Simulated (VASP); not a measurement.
# SnSe (I4/mmm) in VASP: notebook

Runs on SnSe. Level: LDA. Tasks: single point.

Everything below comes from runs of VASP 6.6.1. Logs are shortened: lines on timing, memory, paths and dates and some standing lists are left out, and cuts for length are marked.

### Step 1. The cell of the first run

The structure is tetragonal, space group I4/mmm (No. 139). The conventional cell has a = 4.257 Å, b = 4.257 Å, c = 5.839 Å, α = 90.00°, β = 90.00°, γ = 90.00°. Sn (site symmetry 4/mmm) has 6 Se at 2.92 to 3.01 Å within 3.8 Å. Within 3.8 Å of Se (site symmetry 4/mmm) lie 6 Sn at 2.92 to 3.01 Å.

### Step 2. Single point, LDA (zz strain of -3 %)

Contents of INCAR:

```
SYSTEM = SnSe
  PREC = Accurate
  ENCUT = 520
  EDIFF = 1E-6
  ISMEAR = -1
  SIGMA = 0.02
  LREAL = .FALSE.
  LASPH = .TRUE.
  NELM = 80
  ALGO = Normal
  ISIF = 2
  LWAVE = .FALSE.
  LCHARG = .FALSE.
  NBANDS = 17
```

Contents of KPOINTS:

```
Automatic mesh
0
G
  9 9 9
  0 0 0
```

Contents of POSCAR:

```
SnSe
1.0
    0.0000000000      3.0100000000      2.9197000000
    3.0100000000      0.0000000000      2.9197000000
    3.0100000000      3.0100000000      0.0000000000
Sn Se
1 1
Direct
    0.0000000000      0.0000000000      0.0000000000
    0.5000000000      0.5000000000      0.5000000000
```

Potentials or basis: VASP PAW LDA potentials, release 64 (Sn_d, Se).

Run with:

```sh
$ cat potpaw_LDA.64/Sn_d/POTCAR potpaw_LDA.64/Se/POTCAR > POTCAR
$ mpirun -np 1 vasp_std > vasp.out
```

OUTCAR:

```text
SYSTEM = SnSe
   PREC = Accurate
   ENCUT = 520
   EDIFF = 1E-6
   ISMEAR = -1
   LREAL = .FALSE.
   LASPH = .TRUE.
   NELM = 80
   ISIF = 2

 ion  position               nearest neighbor table
   1  0.000  0.000  0.000-   2 2.92   2 2.92   2 3.01   2 3.01   2 3.01   2 3.01
   2  0.500  0.500  0.500-   1 2.92   1 2.92   1 3.01   1 3.01   1 3.01   1 3.01

  LATTYP: Found a body centered tetragonal cell.
 ALAT       =     4.2567828227
 C/A-ratio  =     1.3717871555

  Lattice vectors:

 A1 = (   0.0000000000,  -3.0100000000,  -2.9197000000)
 A2 = (   0.0000000000,   3.0100000000,  -2.9197000000)
 A3 = (   3.0100000000,   0.0000000000,   2.9197000000)

Analysis of symmetry for initial positions (statically):
=====================================================================
 Subroutine PRICEL returns:
 Original cell was already a primitive cell.

 Routine SETGRP: Setting up the symmetry group for a
 body centered tetragonal supercell.

 Subroutine GETGRP returns: Found 16 space group operations
 (whereof 16 operations were pure point group operations)
 out of a pool of 16 trial point group operations.

The static configuration has the point symmetry D_4h.

Analysis of symmetry for dynamics (positions and initial velocities):
=====================================================================
 Subroutine PRICEL returns:
 Original cell was already a primitive cell.

 Routine SETGRP: Setting up the symmetry group for a
 body centered tetragonal supercell.

 Subroutine GETGRP returns: Found 16 space group operations
 (whereof 16 operations were pure point group operations)
 out of a pool of 16 trial point group operations.

The dynamic configuration has the point symmetry D_4h.

 Subroutine INISYM returns: Found 16 space group operations
 (whereof 16 operations are pure point group operations),
 and found     1 'primitive' translations

----------------------------------------------------------------------------------------

                                     Primitive cell

  volume of cell :      52.9055

  direct lattice vectors                    reciprocal lattice vectors
     0.000000000  3.010000000  2.919700000    -0.166112957  0.166112957  0.171250471
     3.010000000  0.000000000  2.919700000     0.166112957 -0.166112957  0.171250471
     3.010000000  3.010000000  0.000000000     0.166112957  0.166112957 -0.171250471

  length of vectors
     4.193417233  4.193417233  4.256782823     0.290712491  0.290712491  0.290712491

  position of ions in fractional coordinates (direct lattice)
     0.000000000  0.000000000  0.000000000
     0.500000000  0.500000000  0.500000000

  ion indices of the primitive-cell ions
   primitive index   ion index
                 1           1
                 2           2

----------------------------------------------------------------------------------------

 KPOINTS: Automatic mesh

Automatic generation of k-mesh.
 Grid dimensions read from file:
 generate k-points for:    9    9    9

 Generating k-lattice:

  Cartesian coordinates                     Fractional coordinates (reciprocal lattice)
    -0.018456995  0.018456995  0.019027830     0.111111111  0.000000000  0.000000000
     0.018456995 -0.018456995  0.019027830     0.000000000  0.111111111  0.000000000
     0.018456995  0.018456995 -0.019027830     0.000000000  0.000000000  0.111111111

  Length of vectors
     0.032301388  0.032301388  0.032301388

  Shift w.r.t. Gamma in fractional coordinates (k-lattice)
     0.000000000  0.000000000  0.000000000

 Subroutine IBZKPT returns following result:
 ===========================================

 Found     75 irreducible k-points:

 Following reciprocal coordinates:
            Coordinates               Weight
  0.000000  0.000000  0.000000      1.000000
  0.111111  0.000000  0.000000      8.000000
  0.222222  0.000000  0.000000      8.000000
  0.333333 -0.000000  0.000000      8.000000
  0.444444  0.000000  0.000000      8.000000
  0.111111  0.111111  0.000000      2.000000
[... 16 lines left out ...]
 -0.333333  0.333333  0.000000      4.000000
  0.444444  0.444444  0.000000      2.000000
 [... further k-points ...]
   k-points           NKPTS =     75   k-points in BZ     NKDIM =     75   number of bands    NBANDS=     17
   number of dos      NEDOS =    301   number of ions     NIONS =      2
   total plane-waves  NPLWV =  32768
   dimension x,y,z NGX =    32 NGY =   32 NGZ =   32
   dimension x,y,z NGXF=    64 NGYF=   64 NGZF=   64
   ions per type =               1   1
   NGX,Y,Z   is equivalent  to a cutoff of  12.69, 12.69, 12.50 a.u.
   NGXF,Y,Z  is equivalent  to a cutoff of  25.37, 25.37, 24.99 a.u.
 SYSTEM =  SnSe
   PREC   = accura    normal or accurate (medium, high low for compatibility)
   ISTART =      0    job   : 0-new  1-cont  2-samecut
   ICHARG =      2    charge: 1-file 2-atom 10-const
   ISPIN  =      1    spin polarized calculation?
   LNONCOLLINEAR =      F non collinear calculations
   LSORBIT =      F    spin-orbit coupling
   LASPH  =      T    aspherical Exc in radial PAW
   ENCUT  =  520.0 eV  38.22 Ry    6.18 a.u.   7.80  7.80  7.91*2*pi/ulx,y,z
   NELM   =     80;   NELMIN=  2; NELMDL= -5     # of ELM steps
   EDIFF  = 0.1E-05   stopping-criterion for ELM
   LREAL  =      F    real-space projection
   EDIFFG = 0.1E-04   stopping-criterion for IOM
   NSW    =      0    number of steps for IOM
   IBRION =     -1    ionic relax: 0-MD 1-quasi-New 2-CG
   NFREE  =      0    steps in history (QN), initial steepest desc. (CG)
   ISIF   =      2    stress and relaxation
   ISYM   =      2    0-nonsym 1-usesym 2-fastsym
   POTIM  = 0.5000    time-step for ionic-motion
   TEBEG  =    0.0;   TEEND  =   0.0 temperature during run
   PSTRESS=    0.0 pullay stress
   NELECT =      20.0000    total number of electrons
   NUPDOWN=      -1.0000    fix difference up-down
   EMIN   =  10.00;   EMAX   =-10.00  energy-range for DOS
   EFERMI =   0.00;   METHOD = LEGACY
   ISMEAR =    -1;   SIGMA  =   0.02  broadening in eV -4-tet -1-fermi 0-gaus
   EFERMI_NEDOS =   21; number of points for ismear=-14 and -15
   IALGO  =     38    algorithm
   IMIX   =      4    mixing-type and parameters
     AMIX     =   0.40;   BMIX     =  1.00
     AMIX_MAG =   1.60;   BMIX_MAG =  1.00
  volume/ion in A,a.u.               =      26.45       178.51
  Fermi-wavevector in a.u.,A,eV,Ry     =   1.183726  2.236917 19.064573  1.401207
  Thomas-Fermi vector in A             =   2.319954
   LORBIT       =      0    0 simple, 1 ext, 2 COOP (PROOUT), +10 PAW based schemes
   GGA     = CA    functional components
   LHFCALC =     F    Hartree Fock is set to
   AEXX    =    0.0000 exact exchange contribution
   IVDW    =     0    specifies the selected vdW correction
   LEPSILON=     F    determine dielectric tensor
   LRPA    =     F    only Hartree local field effects (RPA)
 non-spin polarized calculation
  energy-cutoff  :      520.00
  volume of cell :       52.91
 maximum number of plane-waves:      1435
   NGX = 15   NGY = 15   NGZ = 15

 number of electron      20.0000010 magnetization

 Free energy of the ion-electron system (eV)
  ---------------------------------------------------
  ext. energy  EPLUGINS =         0.00000000
  ---------------------------------------------------
  free energy    TOTEN  =        -9.48056418 eV

  energy without entropy =       -9.48056339  energy(sigma->0) =       -9.48056379

 E-fermi :   6.0088     XC(G=0): -10.0154

 val. band max:        5.8064825467   @ k =  -0.3333   0.0000   0.1111
 cond. band min:       6.2016008423   @ k =  -0.3333   0.1111   0.0000
 fundamental gap:      0.3951182956
 Fermi energy:         6.0087700727

 k-point     1 :       0.0000    0.0000    0.0000
  band No.  band energies     occupation
      1     -15.7257      2.00000
      2     -15.7215      2.00000
      3     -15.7152      2.00000
      4     -15.7144      2.00000
      5     -15.7144      2.00000
      6      -8.3075      2.00000
[... 9 lines left out ...]
     16      11.7565      0.00000
     17      13.7932      0.00000

 k-point     2 :       0.1111    0.0000    0.0000
  band No.  band energies     occupation
      1     -15.7261      2.00000
      2     -15.7209      2.00000
      3     -15.7161      2.00000
      4     -15.7134      2.00000
      5     -15.7130      2.00000
      6      -8.2153      2.00000
[... 9 lines left out ...]
     16      11.9787      0.00000
     17      14.6089      0.00000

 k-point     3 :       0.2222    0.0000    0.0000
  band No.  band energies     occupation
      1     -15.7280      2.00000
      2     -15.7213      2.00000
      3     -15.7170      2.00000
      4     -15.7103      2.00000
      5     -15.7088      2.00000
      6      -7.9590      2.00000
[... 9 lines left out ...]
     16      12.7252      0.00000
     17      16.4818      0.00000

 k-point     4 :       0.3333   -0.0000    0.0000
  band No.  band energies     occupation
      1     -15.7305      2.00000
      2     -15.7241      2.00000
      3     -15.7162      2.00000
      4     -15.7062      2.00000
      5     -15.7035      2.00000
      6      -7.6139      2.00000
[... 9 lines left out ...]
     16      13.9401      0.00000
     17      17.6364      0.00000

 k-point     5 :       0.4444    0.0000    0.0000
  band No.  band energies     occupation
      1     -15.7323      2.00000
      2     -15.7262      2.00000
      3     -15.7156      2.00000
      4     -15.7034      2.00000
      5     -15.7000      2.00000
      6      -7.3415      2.00000
[... 9 lines left out ...]
     16      15.5443      0.00000
     17      16.3413      0.00000

 k-point     6 :       0.1111    0.1111    0.0000
  band No.  band energies     occupation
      1     -15.7245      2.00000
      2     -15.7225      2.00000
      3     -15.7179      2.00000
      4     -15.7119      2.00000
      5     -15.7119      2.00000
      6      -8.1776      2.00000
[... 9 lines left out ...]
     16      12.4639      0.00000
     17      13.9581      0.00000

 k-point     7 :       0.2222    0.1111    0.0000
  band No.  band energies     occupation
      1     -15.7246      2.00000
      2     -15.7229      2.00000
      3     -15.7210      2.00000
      4     -15.7089      2.00000
      5     -15.7081      2.00000
      6      -7.9690      2.00000
[... 9 lines left out ...]
     16      13.3369      0.00000
     17      14.9952      0.00000

 k-point     8 :       0.3333    0.1111    0.0000
  band No.  band energies     occupation
      1     -15.7267      2.00000
      2     -15.7259      2.00000
      3     -15.7202      2.00000
      4     -15.7057      2.00000
      5     -15.7029      2.00000
      6      -7.6465      2.00000
[... 9 lines left out ...]
     16      14.5448      0.00000
     17      16.9364      0.00000
[... 203 lines left out ...]
      1     -15.7293      2.00000
      2     -15.7267      2.00000
      3     -15.7112      2.00000
      4     -15.7093      2.00000
      5     -15.7050      2.00000
      6      -7.5068      2.00000
[... 9 lines left out ...]
     16      15.7295      0.00000
     17      16.3375      0.00000

 k-point    20 :       0.3333    0.3333    0.0000
  band No.  band energies     occupation
      1     -15.7402      2.00000
      2     -15.7278      2.00000
      3     -15.7181      2.00000
      4     -15.6981      2.00000
      5     -15.6981      2.00000
      6      -7.3328      2.00000
[... 9 lines left out ...]
     16      16.2628      0.00000
     17      17.0042      0.00000

 k-point    21 :       0.4444    0.3333    0.0000
  band No.  band energies     occupation
      1     -15.7448      2.00000
      2     -15.7276      2.00000
      3     -15.7182      2.00000
      4     -15.6961      2.00000
      5     -15.6954      2.00000
      6      -7.1054      2.00000
[... 9 lines left out ...]
     16      16.8578      0.00000
     17      17.7279      0.00000

 k-point    22 :      -0.4444    0.3333    0.0000
  band No.  band energies     occupation
      1     -15.7441      2.00000
      2     -15.7241      2.00000
      3     -15.7206      2.00000
      4     -15.6973      2.00000
      5     -15.6952      2.00000
      6      -6.9784      2.00000
[... 9 lines left out ...]
     16      16.0767      0.00000
     17      18.1475      0.00000

 k-point    23 :      -0.3333    0.3333    0.0000
  band No.  band energies     occupation
      1     -15.7388      2.00000
      2     -15.7242      2.00000
      3     -15.7187      2.00000
      4     -15.7011      2.00000
      5     -15.6977      2.00000
      6      -7.0313      2.00000
[... 9 lines left out ...]
     16      14.8372      0.00000
     17      17.9390      0.00000

 k-point    24 :       0.4444    0.4444    0.0000
  band No.  band energies     occupation
      1     -15.7510      2.00000
      2     -15.7297      2.00000
      3     -15.7158      2.00000
      4     -15.6931      2.00000
      5     -15.6931      2.00000
      6      -6.9676      2.00000
[... 9 lines left out ...]
     16      17.5727      0.00000
     17      18.4220      0.00000

 [... further k-points ...]

------------------------ aborting loop because EDIFF is reached ----------------------------------------

  FORCE on cell =-STRESS in cart. coord.  units (eV):
  Direction    XX          YY          ZZ          XY          YZ          ZX
  --------------------------------------------------------------------------------------
  -------------------------------------------------------------------------------------
  Total       -0.9531416     -0.9531416      0.4067420      0.0000000      0.0000000      0.0000000
  in kB      -28.8646825    -28.8646825     12.3176661      0.0000000      0.0000000      0.0000000
  external PRESSURE =     -15.1372330 kB  Pullay stress =       0.0000000 kB

 VOLUME and BASIS-vectors are now :
 -----------------------------------------------------------------------------
  energy-cutoff  :      520.00
  volume of cell :       52.91
      direct lattice vectors                 reciprocal lattice vectors
     0.000000000  3.010000000  2.919700000    -0.166112957  0.166112957  0.171250471
     3.010000000  0.000000000  2.919700000     0.166112957 -0.166112957  0.171250471
     3.010000000  3.010000000  0.000000000     0.166112957  0.166112957 -0.171250471

 POSITION                                       TOTAL-FORCE (eV/Angst)
 -----------------------------------------------------------------------------------
      0.00000      0.00000      0.00000         0.000000      0.000000      0.000000
      3.01000      3.01000      2.91970        -0.000000      0.000000      0.000000
 -----------------------------------------------------------------------------------
    total drift:                                0.000000     -0.000000     -0.000000

  FREE ENERGIE OF THE ION-ELECTRON SYSTEM (eV)
  ---------------------------------------------------
  free  energy   TOTEN  =        -9.4805641819 eV

  energy  without entropy=       -9.4805633929  energy(sigma->0) =       -9.48056379
```

It took 19 s on 1 thread of Intel Xeon 6975P-C (Granite Rapids), shared host; peak memory 0.2 GiB.

What came out:

```yaml
Free_energy: -9.4806 eV
Pressure: -1.5 GPa
Band_gap_on_the_k_mesh: 0.40 eV, indirect (least direct gap 0.44 eV)
```

Caveat: the cell differs from its parent crystal (zz strain of -3 %); spin-orbit coupling is left out, which moves the levels of the heavy elements. A k mesh can miss the band edges.

(Continued in part 2 of 2.)
